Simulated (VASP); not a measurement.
# PtSe2 (nod) (P-3m1) in VASP: a series of runs

The runs below take PtSe2 (nod) through single point, relaxation of cell and atoms, with PBEsol.

Everything below comes from runs of VASP 6.6.1. Logs are shortened: lines on timing, memory, paths and dates and some standing lists are left out, and cuts for length are marked.

### 1 The cell of the first run

It takes space group P-3m1 (No. 164, trigonal). Conventional cell: a = 3.760 Å, b = 3.760 Å, c = 4.865 Å, α = 90.00°, β = 90.00°, γ = 120.00°. Pt (site symmetry -3m) has 6 Se at 2.51 Å within 3.3 Å. Within 3.3 Å of Se (site symmetry 3m) lie 3 Pt at 2.51 Å and 3 Se at 3.18 Å.

### 2 Single point, PBEsol

INCAR reads:

```
PREC = Accurate ; ENCUT = 520
EDIFF = 1E-6 ; ISMEAR = 0
SIGMA = 0.1 ; LREAL = False
LASPH = True ; NELM = 100
ALGO = Normal ; ISIF = 2
LWAVE = False ; LCHARG = False
GGA = PS ; NBANDS = 18
```

KPOINTS reads:

```
regular mesh
0
Gamma
  15 15 10
```

POSCAR reads:

```
PtSe2
1.0
    3.7602490958     -0.0000000029      0.0000000000
   -1.8801245454      3.2564712430      0.0000000000
    0.0000000000      0.0000000000      4.8653313884
Pt Se
1 2
Direct
    0.0000000000      0.0000000000      0.0000000000
    0.6666666667      0.3333333333      0.7393682120
    0.3333333333      0.6666666667      0.2606317880
```

Potentials or basis: VASP PAW PBE potentials, release 64 (Pt, Se).

On the command line:

```
$ cat potpaw_PBE.64/Pt/POTCAR potpaw_PBE.64/Se/POTCAR > POTCAR
$ mpirun -np 1 vasp_std > vasp.out
```

OUTCAR:

```text
PREC = Accurate
   ENCUT = 520
   EDIFF = 1E-6
   ISMEAR = 0
   LREAL = False
   LASPH = True
   NELM = 100
   ISIF = 2
   GGA = PS

 ion  position               nearest neighbor table
   1  0.000  0.000  0.000-   2 2.51   3 2.51   2 2.51   3 2.51   2 2.51   3 2.51
   2  0.667  0.333  0.739-   1 2.51   1 2.51   1 2.51
   3  0.333  0.667  0.261-   1 2.51   1 2.51   1 2.51

  LATTYP: Found a hexagonal cell.
 ALAT       =     3.7602490958
 C/A-ratio  =     1.2938853955

  Lattice vectors:

 A1 = (   3.7602490958,  -0.0000000029,   0.0000000000)
 A2 = (  -1.8801245454,   3.2564712430,   0.0000000000)
 A3 = (   0.0000000000,   0.0000000000,   4.8653313884)

Analysis of symmetry for initial positions (statically):
=====================================================================
 Subroutine PRICEL returns:
 Original cell was already a primitive cell.

 Routine SETGRP: Setting up the symmetry group for a
 hexagonal supercell.

 Subroutine GETGRP returns: Found 12 space group operations
 (whereof 12 operations were pure point group operations)
 out of a pool of 24 trial point group operations.

The static configuration has the point symmetry D_3d.

Analysis of symmetry for dynamics (positions and initial velocities):
=====================================================================
 Subroutine PRICEL returns:
 Original cell was already a primitive cell.

 Routine SETGRP: Setting up the symmetry group for a
 hexagonal supercell.

 Subroutine GETGRP returns: Found 12 space group operations
 (whereof 12 operations were pure point group operations)
 out of a pool of 24 trial point group operations.

The dynamic configuration has the point symmetry D_3d.

 Subroutine INISYM returns: Found 12 space group operations
 (whereof 12 operations are pure point group operations),
 and found     1 'primitive' translations

----------------------------------------------------------------------------------------

                                     Primitive cell

  volume of cell :      59.5767

  direct lattice vectors                    reciprocal lattice vectors
     3.760249096 -0.000000003  0.000000000     0.265939829  0.153540431  0.000000000
    -1.880124545  3.256471243  0.000000000     0.000000000  0.307080863  0.000000000
     0.000000000  0.000000000  4.865331388     0.000000000  0.000000000  0.205535845

  length of vectors
     3.760249096  3.760249096  4.865331388     0.307080863  0.307080863  0.205535845

  position of ions in fractional coordinates (direct lattice)
     0.000000000  0.000000000  0.000000000
     0.666666667  0.333333333  0.739368212
     0.333333333  0.666666667  0.260631788

  ion indices of the primitive-cell ions
   primitive index   ion index
                 1           1
                 2           2
                 3           3

----------------------------------------------------------------------------------------

 KPOINTS: regular mesh

Automatic generation of k-mesh.
 Grid dimensions read from file:
 generate k-points for:   15   15   10

 Generating k-lattice:

  Cartesian coordinates                     Fractional coordinates (reciprocal lattice)
     0.017729322  0.010236029  0.000000000     0.066666667  0.000000000  0.000000000
     0.000000000  0.020472058  0.000000000     0.000000000  0.066666667  0.000000000
     0.000000000  0.000000000  0.020553585     0.000000000  0.000000000  0.100000000

  Length of vectors
     0.020472058  0.020472058  0.020553585

  Shift w.r.t. Gamma in fractional coordinates (k-lattice)
     0.000000000  0.000000000  0.000000000

 Subroutine IBZKPT returns following result:
 ===========================================

 Found    238 irreducible k-points:

 Following reciprocal coordinates:
            Coordinates               Weight
  0.000000  0.000000  0.000000      1.000000
  0.066667  0.000000  0.000000      6.000000
  0.133333  0.000000  0.000000      6.000000
  0.200000  0.000000  0.000000      6.000000
  0.266667  0.000000  0.000000      6.000000
  0.333333  0.000000  0.000000      6.000000
[... 16 lines left out ...]
  0.333333  0.200000  0.000000     12.000000
  0.400000  0.200000  0.000000      6.000000
 [... further k-points ...]
   k-points           NKPTS =    238   k-points in BZ     NKDIM =    238   number of bands    NBANDS=     18
   number of dos      NEDOS =    301   number of ions     NIONS =      3
   total plane-waves  NPLWV =  28224
   dimension x,y,z NGX =    28 NGY =   28 NGZ =   36
   dimension x,y,z NGXF=    56 NGYF=   56 NGZF=   72
   ions per type =               1   2
   NGX,Y,Z   is equivalent  to a cutoff of  12.38, 12.38, 12.30 a.u.
   NGXF,Y,Z  is equivalent  to a cutoff of  24.76, 24.76, 24.60 a.u.
 SYSTEM =  unknown system
   PREC   = accura    normal or accurate (medium, high low for compatibility)
   ISTART =      0    job   : 0-new  1-cont  2-samecut
   ICHARG =      2    charge: 1-file 2-atom 10-const
   ISPIN  =      1    spin polarized calculation?
   LNONCOLLINEAR =      F non collinear calculations
   LSORBIT =      F    spin-orbit coupling
   LASPH  =      T    aspherical Exc in radial PAW
   ENCUT  =  520.0 eV  38.22 Ry    6.18 a.u.   6.99  6.99  9.05*2*pi/ulx,y,z
   NELM   =    100;   NELMIN=  2; NELMDL= -5     # of ELM steps
   EDIFF  = 0.1E-05   stopping-criterion for ELM
   LREAL  =      F    real-space projection
   EDIFFG = 0.1E-04   stopping-criterion for IOM
   NSW    =      0    number of steps for IOM
   IBRION =     -1    ionic relax: 0-MD 1-quasi-New 2-CG
   NFREE  =      0    steps in history (QN), initial steepest desc. (CG)
   ISIF   =      2    stress and relaxation
   ISYM   =      2    0-nonsym 1-usesym 2-fastsym
   POTIM  = 0.5000    time-step for ionic-motion
   TEBEG  =    0.0;   TEEND  =   0.0 temperature during run
   PSTRESS=    0.0 pullay stress
   NELECT =      22.0000    total number of electrons
   NUPDOWN=      -1.0000    fix difference up-down
   EMIN   =  10.00;   EMAX   =-10.00  energy-range for DOS
   EFERMI =   0.00;   METHOD = LEGACY
   ISMEAR =     0;   SIGMA  =   0.10  broadening in eV -4-tet -1-fermi 0-gaus
   EFERMI_NEDOS =   21; number of points for ismear=-14 and -15
   IALGO  =     38    algorithm
   IMIX   =      4    mixing-type and parameters
     AMIX     =   0.40;   BMIX     =  1.00
     AMIX_MAG =   1.60;   BMIX_MAG =  1.00
  volume/ion in A,a.u.               =      19.86       134.01
  Fermi-wavevector in a.u.,A,eV,Ry     =   1.174511  2.219503 18.768901  1.379475
  Thomas-Fermi vector in A             =   2.310907
   LORBIT       =      0    0 simple, 1 ext, 2 COOP (PROOUT), +10 PAW based schemes
   GGA     = PS    functional components
   LHFCALC =     F    Hartree Fock is set to
   AEXX    =    0.0000 exact exchange contribution
   IVDW    =     0    specifies the selected vdW correction
   LEPSILON=     F    determine dielectric tensor
   LRPA    =     F    only Hartree local field effects (RPA)
 non-spin polarized calculation
 Gauss-broadening in eV      SIGMA  =   0.10
  energy-cutoff  :      520.00
  volume of cell :       59.58
 maximum number of plane-waves:      1622
   NGX = 13   NGY = 13   NGZ = 19

 number of electron      21.9999997 magnetization

 Free energy of the ion-electron system (eV)
  ---------------------------------------------------
  ext. energy  EPLUGINS =         0.00000000
  ---------------------------------------------------
  free energy    TOTEN  =       -15.90746141 eV

  energy without entropy =      -15.90351432  energy(sigma->0) =      -15.90548787

 E-fermi :   6.5550     XC(G=0): -10.9573

 val. band max:        6.5407956922   @ k =  -0.0667   0.3333   0.3000
 cond. band min:       6.5560469660   @ k =  -0.0000   0.0667   0.2000
 fundamental gap:      0.0152512739
 Fermi energy:         6.5549955547

 k-point     1 :       0.0000    0.0000    0.0000
  band No.  band energies     occupation
      1      -9.1548      2.00000
      2      -6.0815      2.00000
      3      -0.6189      2.00000
      4       0.2125      2.00000
      5       0.2125      2.00000
      6       2.6978      2.00000
[... 10 lines left out ...]
     17      13.7597      0.00000
     18      18.2127      0.00000

 k-point     2 :       0.0667    0.0000    0.0000
  band No.  band energies     occupation
      1      -9.1057      2.00000
      2      -6.1095      2.00000
      3      -0.5584      2.00000
      4       0.2448      2.00000
      5       0.2581      2.00000
      6       2.6333      2.00000
[... 10 lines left out ...]
     17      13.9145      0.00000
     18      17.3801      0.00000

 k-point     3 :       0.1333    0.0000    0.0000
  band No.  band energies     occupation
      1      -8.9615      2.00000
      2      -6.1893      2.00000
      3      -0.3820      2.00000
      4       0.3375      2.00000
      5       0.3908      2.00000
      6       2.4008      2.00000
[... 10 lines left out ...]
     17      14.3284      0.00000
     18      16.1390      0.00000

 k-point     4 :       0.2000    0.0000    0.0000
  band No.  band energies     occupation
      1      -8.7312      2.00000
      2      -6.3102      2.00000
      3      -0.1079      2.00000
      4       0.4779      2.00000
      5       0.5961      2.00000
      6       1.9131      2.00000
[... 10 lines left out ...]
     17      14.7670      0.00000
     18      15.2270      0.00000

 k-point     5 :       0.2667    0.0000    0.0000
  band No.  band energies     occupation
      1      -8.4311      2.00000
      2      -6.4603      2.00000
      3       0.2038      2.00000
      4       0.6411      2.00000
      5       0.7863      2.00000
      6       1.3563      2.00000
[... 10 lines left out ...]
     17      14.6794      0.00000
     18      14.7564      0.00000

 k-point     6 :       0.3333    0.0000    0.0000
  band No.  band energies     occupation
      1      -8.0862      2.00000
      2      -6.6330      2.00000
      3       0.1455      2.00000
      4       0.7906      2.00000
      5       0.8062      2.00000
      6       1.4739      2.00000
[... 10 lines left out ...]
     17      14.2796      0.00000
     18      15.1900      0.00000

 k-point     7 :       0.4000    0.0000    0.0000
  band No.  band energies     occupation
      1      -7.7309      2.00000
      2      -6.8294      2.00000
      3      -0.3244      2.00000
      4       0.8923      2.00000
      5       1.0954      2.00000
      6       1.9585      2.00000
[... 10 lines left out ...]
     17      13.9444      0.00000
     18      16.2337      0.00000

 k-point     8 :       0.4667    0.0000    0.0000
  band No.  band energies     occupation
      1      -7.4156      2.00000
      2      -7.0469      2.00000
      3      -0.6184      2.00000
      4       0.9382      2.00000
      5       1.3169      2.00000
      6       2.4945      2.00000
[... 10 lines left out ...]
     17      13.7648      0.00000
     18      17.3254      0.00000
[... 229 lines left out ...]
     17      15.3443      0.00000
     18      15.5756      0.00000

 k-point    20 :       0.4000    0.1333    0.0000
  band No.  band energies     occupation
      1      -7.3643      2.00000
      2      -7.0203      2.00000
      3      -0.5312      2.00000
      4       0.7393      2.00000
      5       1.4044      2.00000
      6       1.7360      2.00000
[... 10 lines left out ...]
     17      15.4021      0.00000
     18      16.4355      0.00000

 k-point    21 :       0.2000    0.2000    0.0000
  band No.  band energies     occupation
      1      -8.0170      2.00000
      2      -6.6373      2.00000
      3       0.5108      2.00000
      4       0.5597      2.00000
      5       0.9240      2.00000
      6       1.1653      2.00000
[... 10 lines left out ...]
     17      15.2215      0.00000
     18      15.3162      0.00000

 k-point    22 :       0.2667    0.2000    0.0000
  band No.  band energies     occupation
      1      -7.7064      2.00000
      2      -6.7757      2.00000
      3       0.0446      2.00000
      4       0.6190      2.00000
      5       0.9729      2.00000
      6       1.4282      2.00000
[... 10 lines left out ...]
     17      15.1164      0.00000
     18      15.9221      0.00000

 k-point    23 :       0.3333    0.2000    0.0000
  band No.  band energies     occupation
      1      -7.4202      2.00000
      2      -6.9270      2.00000
      3      -0.3445      2.00000
      4       0.6231      2.00000
      5       1.0407      2.00000
      6       1.6187      2.00000
[... 10 lines left out ...]
     17      15.3700      0.00000
     18      16.3297      0.00000

 k-point    24 :       0.4000    0.2000    0.0000
  band No.  band energies     occupation
      1      -7.2486      2.00000
      2      -7.0468      2.00000
      3      -0.4878      2.00000
      4       0.6177      2.00000
      5       1.0673      2.00000
      6       1.6651      2.00000
[... 10 lines left out ...]
     17      15.5636      0.00000
     18      16.7802      0.00000

 [... further k-points ...]
[... 5 lines left out ...]
  --------------------------------------------------------------------------------------
  -------------------------------------------------------------------------------------
  Total        0.0347564      0.0347564      0.0178862     -0.0000000      0.0000000      0.0000000
  in kB        0.9346925      0.9346925      0.4810088     -0.0000000      0.0000000      0.0000000
  external PRESSURE =       0.7834646 kB  Pullay stress =       0.0000000 kB

 VOLUME and BASIS-vectors are now :
 -----------------------------------------------------------------------------
  energy-cutoff  :      520.00
  volume of cell :       59.58
      direct lattice vectors                 reciprocal lattice vectors
     3.760249096 -0.000000003  0.000000000     0.265939829  0.153540431  0.000000000
    -1.880124545  3.256471243  0.000000000     0.000000000  0.307080863  0.000000000
     0.000000000  0.000000000  4.865331388     0.000000000  0.000000000  0.205535845

 POSITION                                       TOTAL-FORCE (eV/Angst)
 -----------------------------------------------------------------------------------
      0.00000      0.00000      0.00000        -0.000000     -0.000000      0.000000
      1.88012      1.08549      3.59727        -0.000000      0.000000     -0.013768
      0.00000      2.17098      1.26806         0.000000     -0.000000      0.013768
 -----------------------------------------------------------------------------------
    total drift:                                0.000000     -0.000000      0.000000

  FREE ENERGIE OF THE ION-ELECTRON SYSTEM (eV)
  ---------------------------------------------------
  free  energy   TOTEN  =       -15.9074614127 eV

  energy  without entropy=      -15.9035143233  energy(sigma->0) =      -15.90548787
```

Wall time 2.5 min (1 thread of Intel Xeon Platinum 8259CL at 2.50GHz (Skylake/Cascade Lake), shared host); peak memory 0.37 GiB.

Results:

| Quantity | Value |
| --- | --- |
| Free energy | -15.9075 eV |
| Pressure | 0.1 GPa |
| Largest force | 0.014 eV/Å |
| Band gap on the k mesh | zero (band 11 reaches 7.30 eV, above the bottom of band 12 at 6.47 eV) |

Forces in eV/Å, atoms in the order of the input:
```
Pt   0.000  0.000  0.000
Se   0.000  0.000 -0.014
Se   0.000  0.000  0.014
```

Caveat: the PAW data sets were made with another functional, which shifts forces and pressure a little; spin-orbit coupling is left out, which moves the levels of the heavy elements.

### 3 Relaxation of cell and atoms, PBEsol

INCAR reads:

```
PREC = Accurate
ENCUT = 600
EDIFF = 1E-6
ISMEAR = 0
SIGMA = 0.1
LREAL = False
LASPH = True
NELM = 100
ALGO = Normal
ISIF = 3
LWAVE = False
LCHARG = False
GGA = PS
IBRION = 2
NSW = 100
EDIFFG = -0.002
```

KPOINTS is that of step 2.

POSCAR reads:

```
PtSe2
1.0
    3.7572801216     -0.0000000029      0.0000000000
   -1.8786400583      3.2539000359      0.0000000000
    0.0000000000      0.0000000000      4.8788309436
Pt Se
1 2
Direct
    0.0000000000      0.0000000000      0.0000000000
    0.6666666667      0.3333333333      0.7395361154
    0.3333333333      0.6666666667      0.2604638846
```

Potentials or basis: VASP PAW PBE potentials, release 64 (Pt, Se).

On the command line:

```
$ cat potpaw_PBE.64/Pt/POTCAR potpaw_PBE.64/Se/POTCAR > POTCAR
$ mpirun -np 1 vasp_std > vasp.out
```

It took 14 min on 1 thread of Intel Xeon Platinum 8259CL at 2.50GHz (Skylake/Cascade Lake), shared host; peak memory 0.42 GiB.

It converged, with:

| Property | Result |
| --- | --- |
| Free energy | -15.9076 eV |
| Relaxed volume | 19.86 Å³/atom |
| Relaxed cell | a = 3.761 Å, b = 3.761 Å, c = 4.864 Å, α = 90.00°, β = 90.00°, γ = 120.00° |
| Space group after relaxing (to 0.05 Å) | P-3m1 (No. 164) |
| Energy gained by relaxing | 0.0 meV/atom |
| Ionic steps | 10 |
| Pressure after relaxing | 0.0 GPa |
| Band gap on the k mesh | zero (band 11 reaches 7.30 eV, above the bottom of band 12 at 6.47 eV) |

Step by step:
```csv
step,energy change (eV),largest force (eV/Å),pressure (GPa),volume (Å³)
1,0.0000,0.0051,0.10,59.65
2,0.0000,0.0162,-0.23,59.76
3,0.0000,0.0057,-0.05,59.70
4,-0.0001,0.0015,-0.03,59.68
5,-0.0001,0.0105,0.00,59.66
6,-0.0001,0.0098,-0.02,59.66
7,-0.0001,0.0100,0.02,59.63
8,-0.0001,0.0101,0.06,59.59
9,-0.0001,0.0077,0.04,59.59
10,-0.0001,0.0014,0.00,59.59
```

Final structure:
```cif
data_structure
_symmetry_space_group_name_H-M 'P 1'
_symmetry_Int_Tables_number 1
_cell_length_a 3.7611
_cell_length_b 3.7611
_cell_length_c 4.8641
_cell_angle_alpha 90.000
_cell_angle_beta 90.000
_cell_angle_gamma 120.000
_cell_volume 59.59
loop_
_atom_site_label
_atom_site_type_symbol
_atom_site_fract_x
_atom_site_fract_y
_atom_site_fract_z
_atom_site_occupancy
Pt1 Pt 0.00000 0.00000 0.00000 1
Se1 Se 0.66667 0.33333 0.73917 1
Se2 Se 0.33333 0.66667 0.26083 1
```

Levels at points of the mesh, in eV from the Fermi level:
| k point | band 9 | band 10 | band 11 | band 12 | band 13 | band 14 |
| --- | --- | --- | --- | --- | --- | --- |
| (0.00, 0.00, 0.00) | -1.02 | -1.02 | 0.75 | 1.20 | 1.20 | 3.28 |
| (0.00, 0.00, 0.50) | -1.68 | -1.65 | -1.65 | 2.35 | 2.35 | 4.87 |

Caveat: the PAW data sets were made with another functional, which shifts forces and pressure a little; spin-orbit coupling is left out, which moves the levels of the heavy elements.

### 4 Single point, PBEsol

INCAR reads:

```
  PREC = Accurate
  ENCUT = 520
  EDIFF = 1E-7
  ISMEAR = 0
  SIGMA = 0.02
  LREAL = F
  LASPH = T
  NELM = 100
  ALGO = Normal
  ISIF = 2
  LWAVE = F
  LCHARG = F
  GGA = PS
  NBANDS = 18
```

KPOINTS reads:

```
Automatic mesh
0
Gamma
  9 9 6
```

POSCAR is that of step 3.

On the command line:

```
$ cat potpaw_PBE.64/Pt/POTCAR potpaw_PBE.64/Se/POTCAR > POTCAR
$ mpirun -np 1 vasp_std > vasp.out
```

Run time: 51 s. Hardware: 1 thread of Intel Xeon Platinum 8259CL at 2.50GHz (Skylake/Cascade Lake), shared host; peak memory 0.21 GiB.

It converged, with:

| Property | Result |
| --- | --- |
| Free energy | -15.9049 eV |
| Pressure | 0.1 GPa |
| Largest force | 0.013 eV/Å |
| Band gap on the k mesh | zero (band 11 reaches 7.28 eV, above the bottom of band 12 at 6.51 eV) |

Forces in eV/Å, atoms in the order of the input:
```
Pt   0.000  0.000  0.000
Se   0.000  0.000 -0.013
Se   0.000  0.000  0.013
```

Levels at points of the mesh, in eV from the Fermi level:
```tsv
k point	band 7	band 8	band 9	band 10	band 11	band 12	band 13	band 14	band 15	band 16
(0.00, 0.00, 0.00)	-3.90	-2.52	-1.04	-1.04	0.70	1.18	1.18	3.26	4.03	7.18
(0.00, 0.00, 0.50)	-3.95	-2.97	-1.71	-1.66	-1.66	2.32	2.32	4.83	6.39	6.53
```

Caveat: the PAW data sets were made with another functional, which shifts forces and pressure a little; spin-orbit coupling is left out, which moves the levels of the heavy elements.

[end of part 1 of 2]
